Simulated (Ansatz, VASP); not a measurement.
## One calculation of Zr, two programs

```
CELL_PARAMETERS angstrom
2.94140 -2.94207 0.00000
2.94140 2.94207 0.00000
0.00000 0.00000 7.52133
ATOMIC_POSITIONS crystal
Zr 0.50000 0.00000 0.29904
Zr 0.00000 0.50000 0.70096
Zr 0.00000 0.50000 0.29904
Zr 0.50000 0.00000 0.70096
Zr 0.00000 0.00000 0.00000
```

Alike in both runs: functional PBE; k mesh 10 × 10 × 6; occupations gaussian, width 0.1 eV; no spin polarisation.

Ansatz relaxed the structure, and its values are those at the end. VASP's run is a single point on that final structure, the one shown.

|  | VASP | Ansatz |
| --- | --- | --- |
| version | VASP 6.6.1 | Ansatz 0.2.0 |
| potentials or method | VASP PAW PBE potentials, release 64 (Zr_sv), cutoff 520 eV | scalar-relativistic, plane waves, PAW |
| valence electrons in the cell | 60 | 60 |

```tsv
	VASP	Ansatz	Ansatz less VASP
gap on the k mesh at the Fermi level (eV)	none	none	-
pressure (GPa)	0.0	0.0	-0.02
```

A gap of «none» marks a metal or a gap that the smearing closes.
